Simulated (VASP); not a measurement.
# InSe2 (P4/nmm) in VASP: notebook

The runs below take InSe2 through single point, with PBEsol.

All numbers are computed with VASP 6.6.1; they aren't measurements. Logs are shortened: lines on timing, memory, paths and dates and some standing lists are left out, and cuts for length are marked.

## Step 1: The cell of the first run

It takes space group P4/nmm (No. 129, tetragonal). The conventional cell has a = 3.526 Å, b = 3.526 Å, c = 9.714 Å, α = 90.00°, β = 90.00°, γ = 90.00°. Within 3.4 Å of In (site symmetry 4mm) lie 9 Se at 2.59 to 3.36 Å. Within 3.4 Å of Se (site symmetry 4mm) lie 5 In at 2.59 to 3.28 Å. Within 3.3 Å of Se (site symmetry -4m2) lie 4 Se at 2.49 Å.

## Step 2: Single point, PBEsol (strain -0.080 along x and y, +0.040 along z)

File INCAR:

```
PREC     = Accurate       # precision mode
ENCUT    = 520            # plane-wave cutoff, eV
EDIFF    = 1E-6           # SCF threshold, eV
ISMEAR   = 0              # smearing method
SIGMA    = 0.15           # smearing width, eV
LREAL    = False          # projectors in reciprocal space
LASPH    = True           # aspherical terms in the spheres
NELM     = 80             # most SCF steps
ALGO     = Normal         # electronic algorithm
ISIF     = 2              # what is computed and relaxed
LWAVE    = False          # write WAVECAR
LCHARG   = False          # write CHGCAR
GGA      = PS             # functional
NBANDS   = 34             # bands
```

File KPOINTS:

```
regular mesh
0
Gamma
  12 12 6
```

File POSCAR:

```
InSe2
1.0
    3.5261623355      0.0000000000      0.0000000000
    0.0000000000      3.5261623355      0.0000000000
    0.0000000000      0.0000000000      9.7141337272
In Se
2 4
Direct
    0.0000000000      0.5000000000      0.7051148767
    0.5000000000      0.0000000000      0.2948851233
    0.0000000000      0.5000000000      0.3669879178
    0.5000000000      0.0000000000      0.6330120822
    0.0000000000      0.0000000000      0.0000000000
    0.5000000000      0.5000000000      0.0000000000
```

Potentials or basis: VASP PAW PBE potentials, release 64 (In_d, Se).

On the command line:

```console
$ cat potpaw_PBE.64/In_d/POTCAR potpaw_PBE.64/Se/POTCAR > POTCAR
$ mpirun -np 1 vasp_std > vasp.out
```

OUTCAR:

```text
PREC = Accurate
   ENCUT = 520
   EDIFF = 1E-6
   ISMEAR = 0
   LREAL = False
   LASPH = True
   NELM = 80
   ISIF = 2
   GGA = PS

 ion  position               nearest neighbor table
   1  0.000  0.500  0.705-   4 2.59   4 2.59   4 2.59   4 2.59   3 3.28   5 3.36   6 3.36   6 3.36
                             5 3.36
   2  0.500  0.000  0.295-   3 2.59   3 2.59   3 2.59   3 2.59   4 3.28   6 3.36   6 3.36   5 3.36
                             5 3.36
   3  0.000  0.500  0.367-   2 2.59   2 2.59   2 2.59   2 2.59   1 3.28
   4  0.500  0.000  0.633-   1 2.59   1 2.59   1 2.59   1 2.59   2 3.28
   5  0.000  0.000  0.000-   6 2.49   6 2.49   6 2.49   6 2.49   2 3.36   2 3.36   1 3.36   1 3.36

   6  0.500  0.500  0.000-   5 2.49   5 2.49   5 2.49   5 2.49   2 3.36   1 3.36   1 3.36   2 3.36

  LATTYP: Found a simple tetragonal cell.
 ALAT       =     3.5261623355
 C/A-ratio  =     2.7548742239

  Lattice vectors:

 A1 = (   3.5261623355,   0.0000000000,   0.0000000000)
 A2 = (   0.0000000000,   3.5261623355,   0.0000000000)
 A3 = (   0.0000000000,   0.0000000000,   9.7141337272)

Analysis of symmetry for initial positions (statically):
=====================================================================
 Subroutine PRICEL returns:
 Original cell was already a primitive cell.

 Routine SETGRP: Setting up the symmetry group for a
 simple tetragonal supercell.

 Subroutine GETGRP returns: Found 16 space group operations
 (whereof  8 operations were pure point group operations)
 out of a pool of 16 trial point group operations.

The static configuration has the point symmetry D_2d.
 The point group associated with its full space group is D_4h.

Analysis of symmetry for dynamics (positions and initial velocities):
=====================================================================
 Subroutine PRICEL returns:
 Original cell was already a primitive cell.

 Routine SETGRP: Setting up the symmetry group for a
 simple tetragonal supercell.

 Subroutine GETGRP returns: Found 16 space group operations
 (whereof  8 operations were pure point group operations)
 out of a pool of 16 trial point group operations.

The dynamic configuration has the point symmetry D_2d.
 The point group associated with its full space group is D_4h.

 Subroutine INISYM returns: Found 16 space group operations
 (whereof  8 operations are pure point group operations),
 and found     1 'primitive' translations

----------------------------------------------------------------------------------------

                                     Primitive cell

  volume of cell :     120.7838

  direct lattice vectors                    reciprocal lattice vectors
     3.526162336  0.000000000  0.000000000     0.283594431  0.000000000  0.000000000
     0.000000000  3.526162336  0.000000000     0.000000000  0.283594431  0.000000000
     0.000000000  0.000000000  9.714133727     0.000000000  0.000000000  0.102942787

  length of vectors
     3.526162336  3.526162336  9.714133727     0.283594431  0.283594431  0.102942787

  position of ions in fractional coordinates (direct lattice)
     0.000000000  0.500000000  0.705114877
     0.500000000  0.000000000  0.294885123
     0.000000000  0.500000000  0.366987918
     0.500000000  0.000000000  0.633012082
     0.000000000  0.000000000  0.000000000
     0.500000000  0.500000000  0.000000000

  ion indices of the primitive-cell ions
   primitive index   ion index
                 1           1
                 2           2
                 3           3
                 4           4
                 5           5
                 6           6

----------------------------------------------------------------------------------------

 KPOINTS: regular mesh

Automatic generation of k-mesh.
 Grid dimensions read from file:
 generate k-points for:   12   12    6

 Generating k-lattice:

  Cartesian coordinates                     Fractional coordinates (reciprocal lattice)
     0.023632869  0.000000000  0.000000000     0.083333333  0.000000000  0.000000000
     0.000000000  0.023632869  0.000000000     0.000000000  0.083333333  0.000000000
     0.000000000  0.000000000  0.017157131     0.000000000  0.000000000  0.166666667

  Length of vectors
     0.023632869  0.023632869  0.017157131

  Shift w.r.t. Gamma in fractional coordinates (k-lattice)
     0.000000000  0.000000000  0.000000000

 Subroutine IBZKPT returns following result:
 ===========================================

 Found    112 irreducible k-points:

 Following reciprocal coordinates:
            Coordinates               Weight
  0.000000  0.000000  0.000000      1.000000
  0.083333  0.000000  0.000000      4.000000
  0.166667  0.000000  0.000000      4.000000
  0.250000  0.000000  0.000000      4.000000
  0.333333  0.000000  0.000000      4.000000
  0.416667  0.000000  0.000000      4.000000
[... 16 lines left out ...]
  0.333333  0.333333  0.000000      4.000000
  0.416667  0.333333  0.000000      8.000000
 [... further k-points ...]
   k-points           NKPTS =    112   k-points in BZ     NKDIM =    112   number of bands    NBANDS=     34
   number of dos      NEDOS =    301   number of ions     NIONS =      6
   total plane-waves  NPLWV =  56448
   dimension x,y,z NGX =    28 NGY =   28 NGZ =   72
   dimension x,y,z NGXF=    56 NGYF=   56 NGZF=  144
   ions per type =               2   4
   NGX,Y,Z   is equivalent  to a cutoff of  13.20, 13.20, 12.32 a.u.
   NGXF,Y,Z  is equivalent  to a cutoff of  26.40, 26.40, 24.64 a.u.
 SYSTEM =  unknown system
   PREC   = accura    normal or accurate (medium, high low for compatibility)
   ISTART =      0    job   : 0-new  1-cont  2-samecut
   ICHARG =      2    charge: 1-file 2-atom 10-const
   ISPIN  =      1    spin polarized calculation?
   LNONCOLLINEAR =      F non collinear calculations
   LSORBIT =      F    spin-orbit coupling
   LASPH  =      T    aspherical Exc in radial PAW
   ENCUT  =  520.0 eV  38.22 Ry    6.18 a.u.   6.56  6.56 18.06*2*pi/ulx,y,z
   NELM   =     80;   NELMIN=  2; NELMDL= -5     # of ELM steps
   EDIFF  = 0.1E-05   stopping-criterion for ELM
   LREAL  =      F    real-space projection
   EDIFFG = 0.1E-04   stopping-criterion for IOM
   NSW    =      0    number of steps for IOM
   IBRION =     -1    ionic relax: 0-MD 1-quasi-New 2-CG
   NFREE  =      0    steps in history (QN), initial steepest desc. (CG)
   ISIF   =      2    stress and relaxation
   ISYM   =      2    0-nonsym 1-usesym 2-fastsym
   POTIM  = 0.5000    time-step for ionic-motion
   TEBEG  =    0.0;   TEEND  =   0.0 temperature during run
   PSTRESS=    0.0 pullay stress
   NELECT =      50.0000    total number of electrons
   NUPDOWN=      -1.0000    fix difference up-down
   EMIN   =  10.00;   EMAX   =-10.00  energy-range for DOS
   EFERMI =   0.00;   METHOD = LEGACY
   ISMEAR =     0;   SIGMA  =   0.15  broadening in eV -4-tet -1-fermi 0-gaus
   EFERMI_NEDOS =   21; number of points for ismear=-14 and -15
   IALGO  =     38    algorithm
   IMIX   =      4    mixing-type and parameters
     AMIX     =   0.40;   BMIX     =  1.00
     AMIX_MAG =   1.60;   BMIX_MAG =  1.00
  volume/ion in A,a.u.               =      20.13       135.85
  Fermi-wavevector in a.u.,A,eV,Ry     =   1.220100  2.305654 20.254217  1.488643
  Thomas-Fermi vector in A             =   2.355329
   LORBIT       =      0    0 simple, 1 ext, 2 COOP (PROOUT), +10 PAW based schemes
   GGA     = PS    functional components
   LHFCALC =     F    Hartree Fock is set to
   AEXX    =    0.0000 exact exchange contribution
   IVDW    =     0    specifies the selected vdW correction
   LEPSILON=     F    determine dielectric tensor
   LRPA    =     F    only Hartree local field effects (RPA)
 non-spin polarized calculation
 Gauss-broadening in eV      SIGMA  =   0.15
  energy-cutoff  :      520.00
  volume of cell :      120.78
 maximum number of plane-waves:      3285
 NGX is ok and might be reduce to    28
   NGX = 13   NGY = 13   NGZ = 37

 number of electron      50.0000007 magnetization

 Free energy of the ion-electron system (eV)
  ---------------------------------------------------
  ext. energy  EPLUGINS =         0.00000000
  ---------------------------------------------------
  free energy    TOTEN  =       -21.20020560 eV

  energy without entropy =      -21.18857760  energy(sigma->0) =      -21.19439160

 E-fermi :   7.6582     XC(G=0): -10.8698

 val. band max:        7.6561329807   @ k =   0.5000   0.0833   0.0000
 cond. band min:       7.6910582067   @ k =   0.3333   0.2500   0.5000
 fundamental gap:      0.0349252261
 Fermi energy:         7.6581729077

 k-point     1 :       0.0000    0.0000    0.0000
  band No.  band energies     occupation
      1      -9.8239      2.00000
      2      -8.4082      2.00000
      3      -8.2460      2.00000
      4      -7.5819      2.00000
      5      -7.5781      2.00000
      6      -7.4109      2.00000
[... 26 lines left out ...]
     33      13.3148      0.00000
     34      14.3096      0.00000

 k-point     2 :       0.0833    0.0000    0.0000
  band No.  band energies     occupation
      1      -9.7474      2.00000
      2      -8.3617      2.00000
      3      -8.2106      2.00000
      4      -7.5725      2.00000
      5      -7.5686      2.00000
      6      -7.4266      2.00000
[... 26 lines left out ...]
     33      13.4751      0.00000
     34      13.8070      0.00000

 k-point     3 :       0.1667    0.0000    0.0000
  band No.  band energies     occupation
      1      -9.5184      2.00000
      2      -8.2339      2.00000
      3      -8.1153      2.00000
      4      -7.5492      2.00000
      5      -7.5457      2.00000
      6      -7.4607      2.00000
[... 26 lines left out ...]
     33      13.3079      0.00000
     34      13.9667      0.00000
[... 704 lines left out ...]
 k-point    23 :       0.3333    0.3333    0.0000
  band No.  band energies     occupation
      1      -8.2564      2.00000
      2      -8.2303      2.00000
      3      -7.6778      2.00000
      4      -7.4968      2.00000
      5      -7.4938      2.00000
      6      -7.4633      2.00000
[... 26 lines left out ...]
     33      13.7826      0.00000
     34      14.3615      0.00000

 k-point    24 :       0.4167    0.3333    0.0000
  band No.  band energies     occupation
      1      -8.3154      2.00000
      2      -8.3021      2.00000
      3      -7.5576      2.00000
      4      -7.5172      2.00000
      5      -7.4822      2.00000
      6      -7.4717      2.00000
[... 26 lines left out ...]
     33      13.6836      0.00000
     34      14.0845      0.00000

 [... further k-points ...]
[... 5 lines left out ...]
  --------------------------------------------------------------------------------------
  -------------------------------------------------------------------------------------
  Total       21.1637670     21.1637670      1.1980498      0.0000000     -0.0000000      0.0000000
  in kB      280.7339089    280.7339089     15.8919348      0.0000000     -0.0000000      0.0000000
  external PRESSURE =     192.4532508 kB  Pullay stress =       0.0000000 kB

 VOLUME and BASIS-vectors are now :
 -----------------------------------------------------------------------------
  energy-cutoff  :      520.00
  volume of cell :      120.78
      direct lattice vectors                 reciprocal lattice vectors
     3.526162336  0.000000000  0.000000000     0.283594431  0.000000000  0.000000000
     0.000000000  3.526162336  0.000000000     0.000000000  0.283594431  0.000000000
     0.000000000  0.000000000  9.714133727     0.000000000  0.000000000  0.102942787

 POSITION                                       TOTAL-FORCE (eV/Angst)
 -----------------------------------------------------------------------------------
      0.00000      1.76308      6.84958         0.000000      0.000000      1.094344
      1.76308      0.00000      2.86455        -0.000000     -0.000000     -1.094344
      0.00000      1.76308      3.56497         0.000000     -0.000000      0.508562
      1.76308      0.00000      6.14916         0.000000      0.000000     -0.508562
      0.00000      0.00000      0.00000         0.000000     -0.000000     -0.000000
      1.76308      1.76308      0.00000         0.000000      0.000000     -0.000000
 -----------------------------------------------------------------------------------
    total drift:                                0.000000      0.000000      0.000000

  FREE ENERGIE OF THE ION-ELECTRON SYSTEM (eV)
  ---------------------------------------------------
  free  energy   TOTEN  =       -21.2002056012 eV

  energy  without entropy=      -21.1885776001  energy(sigma->0) =      -21.19439160
```

It took 3.8 min on 1 thread of Intel Xeon 6975P-C (Granite Rapids), shared host; peak memory 0.48 GiB.

What came out:

```
Free energy            : -21.2002 eV
Pressure               : 19.2 GPa
Largest force          : 1.094 eV/Å
Band gap on the k mesh : zero (band 25 reaches 8.52 eV, above the bottom of band 26 at 5.44 eV)
```

Forces on the atoms (eV/Å):
```
In   0.000  0.000  1.094
In   0.000  0.000 -1.094
Se   0.000  0.000  0.509
Se   0.000  0.000 -0.509
Se   0.000  0.000  0.000
Se   0.000  0.000  0.000
```

Caveat: the cell differs from its parent crystal (strain -0.080 along x and y, +0.040 along z); the PAW data sets were made with another functional, which shifts forces and pressure a little; spin-orbit coupling is left out, which moves the levels of the heavy elements.

(Part 1 of 2 ends here.)
